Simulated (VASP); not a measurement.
# Co in VASP: notebook

Co is run at these levels: PBE; tasks: single point.

Everything below comes from runs of VASP 6.6.1. Logs are shortened: lines on timing, memory, paths and dates and some standing lists are left out, and cuts for length are marked.

## (1) The cell of the first run

The cell holds a wire with vacuum, 2 atoms: a = 11.000 Å, b = 9.300 Å, c = 2.324 Å, α = 90.00°, β = 90.00°, γ = 90.00°.

## (2) Single point, PBE, collinear spin, ferromagnetic start

INCAR reads:

```
SYSTEM = Co
PREC = Accurate
ENCUT = 520
EDIFF = 1E-6
ISMEAR = 0
SIGMA = 0.05
LREAL = .False.
LASPH = .True.
NELM = 150
ALGO = Normal
ISIF = 2
LWAVE = .False.
LCHARG = .False.
ISPIN = 2
MAGMOM = 1.84 1.84
LORBIT = 11
LMAXMIX = 4
GGA = PE
NBANDS = 20
```

KPOINTS reads:

```
Automatic mesh
0
Gamma
  1 1 27
  0 0 0
```

POSCAR reads:

```
Co
1.0
   11.0000000000      0.0000000000      0.0000000000
    0.0000000000      9.3000000000      0.0000000000
    0.0000000000      0.0000000000      2.3240226202
Co
2
Direct
    0.4117303764      0.5000000000      0.0000000000
    0.5882696236      0.5000000000      0.5000000000
```

Potentials or basis: VASP PAW PBE potentials, release 64 (Co).

Command:

```
> cat potpaw_PBE.64/Co/POTCAR > POTCAR
> mpirun -np 1 vasp_std > vasp.out
```

OUTCAR:

```text
SYSTEM = Co
   PREC = Accurate
   ENCUT = 520
   EDIFF = 1E-6
   ISMEAR = 0
   LREAL = .False.
   LASPH = .True.
   NELM = 150
   ISIF = 2
   ISPIN = 2
   LORBIT = 11
   GGA = PE

 ion  position               nearest neighbor table
   1  0.412  0.500  0.000-   2 2.26   2 2.26
   2  0.588  0.500  0.500-   1 2.26   1 2.26

  LATTYP: Found a simple orthorhombic cell.
 ALAT       =     2.3240226202
 B/A-ratio  =     4.0016822208
 C/A-ratio  =     4.7331725192

  Lattice vectors:

 A1 = (   0.0000000000,   0.0000000000,  -2.3240226202)
 A2 = (   0.0000000000,   9.3000000000,   0.0000000000)
 A3 = (  11.0000000000,   0.0000000000,   0.0000000000)

Analysis of symmetry for initial positions (statically):
=====================================================================
 Subroutine PRICEL returns:
 Original cell was already a primitive cell.

 Routine SETGRP: Setting up the symmetry group for a
 simple orthorhombic supercell.

 Subroutine GETGRP returns: Found  8 space group operations
 (whereof  4 operations were pure point group operations)
 out of a pool of  8 trial point group operations.

The static configuration has the point symmetry C_2v.
 The point group associated with its full space group is D_2h.

Analysis of symmetry for dynamics (positions and initial velocities):
=====================================================================
 Subroutine PRICEL returns:
 Original cell was already a primitive cell.

 Routine SETGRP: Setting up the symmetry group for a
 simple orthorhombic supercell.

 Subroutine GETGRP returns: Found  8 space group operations
 (whereof  4 operations were pure point group operations)
 out of a pool of  8 trial point group operations.

The dynamic configuration has the point symmetry C_2v.
 The point group associated with its full space group is D_2h.

Analysis of structural, dynamic, and magnetic symmetry:
=====================================================================
 Subroutine PRICEL returns:
 Original cell was already a primitive cell.

 Routine SETGRP: Setting up the symmetry group for a
 simple orthorhombic supercell.

 Subroutine GETGRP returns: Found  8 space group operations
 (whereof  4 operations were pure point group operations)
 out of a pool of  8 trial point group operations.

The overall configuration has the point symmetry C_2v.
 The point group associated with its full space group is D_2h.

 Subroutine INISYM returns: Found  8 space group operations
 (whereof  4 operations are pure point group operations),
 and found     1 'primitive' translations

[... 107 lines left out ...]
   LORBIT       =     11    0 simple, 1 ext, 2 COOP (PROOUT), +10 PAW based schemes
   GGA     = PE    functional components
   LHFCALC =     F    Hartree Fock is set to
   AEXX    =    0.0000 exact exchange contribution
   IVDW    =     0    specifies the selected vdW correction
   LEPSILON=     F    determine dielectric tensor
   LRPA    =     F    only Hartree local field effects (RPA)
 spin polarized calculation
 Gauss-broadening in eV      SIGMA  =   0.05
  energy-cutoff  :      520.00
  volume of cell :      237.75
 maximum number of plane-waves:      6441
 NGX is ok and might be reduce to    84
   NGX = 41   NGY = 35   NGZ =  9

 number of electron      17.9999997 magnetization       4.1832820

 Free energy of the ion-electron system (eV)
  ---------------------------------------------------
  ext. energy  EPLUGINS =         0.00000000
  ---------------------------------------------------
  free energy    TOTEN  =        -9.50322127 eV

  energy without entropy =       -9.49752563  energy(sigma->0) =       -9.50037345

 E-fermi :  -2.9027     XC(G=0):  -2.7590

 val. band max:       -2.9252627494   @ k =   0.0000   0.0000   0.3704
 cond. band min:      -2.8957467286   @ k =   0.0000   0.0000   0.0741
 fundamental gap:      0.0295160208
 Fermi energy:        -2.9027327811

 spin component 1

 k-point     1 :       0.0000    0.0000    0.0000
  band No.  band energies     occupation
      1      -8.2628      1.00000
      2      -7.4839      1.00000
      3      -6.1400      1.00000
      4      -5.8005      1.00000
      5      -5.6032      1.00000
      6      -5.0961      1.00000
[... 298 lines left out ...]
      6      -4.8349      1.00000
[... 12 lines left out ...]
     19       7.5796      0.00000
     20       7.8280      0.00000
 Fermi energy:        -2.9027327811

 spin component 2

 k-point     1 :       0.0000    0.0000    0.0000
  band No.  band energies     occupation
      1      -7.7828      1.00000
      2      -6.2164      1.00000
      3      -4.6523      1.00000
      4      -4.0436      1.00000
      5      -3.7494      1.00000
      6      -3.0777      1.00000
[... 311 lines left out ...]
     19       7.7364      0.00000
     20       8.0465      0.00000

------------------------ aborting loop because EDIFF is reached ----------------------------------------

  FORCE on cell =-STRESS in cart. coord.  units (eV):
  Direction    XX          YY          ZZ          XY          YZ          ZX
  --------------------------------------------------------------------------------------
  -------------------------------------------------------------------------------------
  Total       -0.0329707     -0.0191977     -0.1016848      0.0000000      0.0000000      0.0000000
  in kB       -0.2221888     -0.1293730     -0.6852527      0.0000000      0.0000000      0.0000000
  external PRESSURE =      -0.3456048 kB  Pullay stress =       0.0000000 kB

 VOLUME and BASIS-vectors are now :
 -----------------------------------------------------------------------------
  energy-cutoff  :      520.00
  volume of cell :      237.75
      direct lattice vectors                 reciprocal lattice vectors
    11.000000000  0.000000000  0.000000000     0.090909091  0.000000000  0.000000000
     0.000000000  9.300000000  0.000000000     0.000000000  0.107526882  0.000000000
     0.000000000  0.000000000  2.324022620     0.000000000  0.000000000  0.430288411

 POSITION                                       TOTAL-FORCE (eV/Angst)
 -----------------------------------------------------------------------------------
      4.52903      4.65000      0.00000         0.027980      0.000000      0.000000
      6.47097      4.65000      1.16201        -0.027980      0.000000      0.000000
 -----------------------------------------------------------------------------------
    total drift:                                0.000000      0.000000     -0.000000

  FREE ENERGIE OF THE ION-ELECTRON SYSTEM (eV)
  ---------------------------------------------------
  free  energy   TOTEN  =        -9.5032212699 eV

  energy  without entropy=       -9.4975256329  energy(sigma->0) =       -9.50037345

 total charge

# of ion       s       p       d       tot
------------------------------------------
    1        0.523   0.267   7.260   8.050
    2        0.523   0.267   7.260   8.050
--------------------------------------------------
tot          1.045   0.535  14.520  16.099

 magnetization (x)

# of ion       s       p       d       tot
------------------------------------------
    1        0.033   0.006   1.941   1.981
    2        0.033   0.006   1.941   1.981
--------------------------------------------------
tot          0.067   0.012   3.882   3.962
```

stdout:

```text
POSCAR found type information on POSCAR Co
 POSCAR found :  1 types and       2 ions
 scaLAPACK will be used
 LDA part: xc-table for (Slater+PW92), standard interpolation
 POSCAR, INCAR and KPOINTS ok, starting setup
 FFT: planning ... GRIDC
 FFT: planning ... GRID_SOFT
 FFT: planning ... GRID
 WAVECAR not read
 entering main loop
```

It took 1.9 min on 1 thread of Intel Xeon Platinum 8375C at 2.90GHz (Ice Lake), shared host; peak memory 0.41 GiB.

Results:

```
Free energy                                           : -9.5032 eV
Largest force                                         : 0.028 eV/Å
Net moment                                            : 4.18 μB per cell
Site moments                                          : Co +1.98 μB
Valence electrons inside the program's atomic spheres : Co 8.05
```

Forces on the atoms (eV/Å):
```
Co   0.028  0.000  0.000
Co  -0.028  0.000  0.000
```

Levels at points of the mesh, in eV from the Fermi level:
Spin up:
```tsv
k point	band 8	band 9	band 10	band 11	band 12	band 13	band 14	band 15
(0.00, 0.00, 0.00)	-1.85	-1.41	-1.14	-0.87	-0.63	0.94	1.79	3.83
```
Spin down:
```
           k point  band 5  band 6  band 7  band 8  band 9  band 10
(0.00, 0.00, 0.00)   -0.85   -0.17   -0.07   -0.04    0.23     0.61
```

## (3) Single point, PBE, collinear spin, ferromagnetic start

This run uses another cell than the first one, of 186.63 Å³/atom, 1.570 times its volume.

INCAR reads:

```
SYSTEM = Co
PREC     = Accurate       ! precision mode
ENCUT    = 520            ! plane-wave cutoff, eV
EDIFF    = 1E-6           ! SCF threshold, eV
ISMEAR   = 0              ! smearing method
SIGMA    = 0.05           ! smearing width, eV
LREAL    = .FALSE.        ! projectors in reciprocal space
LASPH    = .TRUE.         ! aspherical terms in the spheres
NELM     = 150            ! most SCF steps
ALGO     = Normal         ! electronic algorithm
ISIF     = 2              ! what is computed and relaxed
LWAVE    = .FALSE.        ! write WAVECAR
LCHARG   = .FALSE.        ! write CHGCAR
ISPIN    = 2              ! spin polarisation
MAGMOM   = 1.84 1.84      ! initial moments
LORBIT   = 11             ! projections on sites
LMAXMIX  = 4              ! l up to which the mixer works
GGA      = PE             ! functional
NBANDS   = 20             ! bands
```

KPOINTS reads:

```
Automatic mesh
0
G
  1 1 16
  0 0 0
```

POSCAR reads:

```
Co
1.0
   10.0000000000      0.0000000000      0.0000000000
    0.0000000000      9.3000000000      0.0000000000
    0.0000000000      0.0000000000      4.0135895282
Co
2
Direct
    0.4498301309      0.5000000000      0.0000000000
    0.5501698691      0.5000000000      0.5000000000
```

Potentials or basis: VASP PAW PBE potentials, release 64 (Co).

Command:

```
> cat potpaw_PBE.64/Co/POTCAR > POTCAR
> mpirun -np 1 vasp_std > vasp.out
```

It took 2.3 min on 1 thread of Intel Xeon Platinum 8375C at 2.90GHz (Ice Lake), shared host; peak memory 0.55 GiB.

It converged, with:

* Free energy: -8.2722 eV
* Largest force: 0.138 eV/Å
* Net moment: 4.12 μB per cell
* Site moments: Co +2.02 μB
* Valence electrons inside the program's atomic spheres: Co 7.89

Forces on the atoms (eV/Å):
```
Co   0.138  0.000  0.000
Co  -0.138  0.000  0.000
```

Levels at points of the mesh, in eV from the Fermi level:
Spin up:
```csv
k point,band 7,band 8,band 9,band 10,band 11,band 12,band 13,band 14,band 15,band 16
"(0.00, 0.00, 0.00)",-2.33,-1.82,-1.70,-1.58,-1.26,0.97,1.62,3.29,4.25,5.06
"(0.00, 0.00, 0.50)",-1.87,-1.87,-1.42,-1.42,-0.34,-0.34,3.47,3.47,4.31,4.31
```
Spin down:
| k point | band 3 | band 4 | band 5 | band 6 | band 7 | band 8 | band 9 | band 10 | band 11 | band 12 |
| --- | --- | --- | --- | --- | --- | --- | --- | --- | --- | --- |
| (0.00, 0.00, 0.00) | -1.07 | -0.99 | -0.86 | -0.17 | 0.02 | 0.07 | 0.13 | 0.27 | 0.66 | 1.41 |
| (0.00, 0.00, 0.50) | -0.98 | -0.98 | -0.67 | -0.67 | -0.22 | -0.22 | 0.59 | 0.59 | 1.10 | 1.10 |
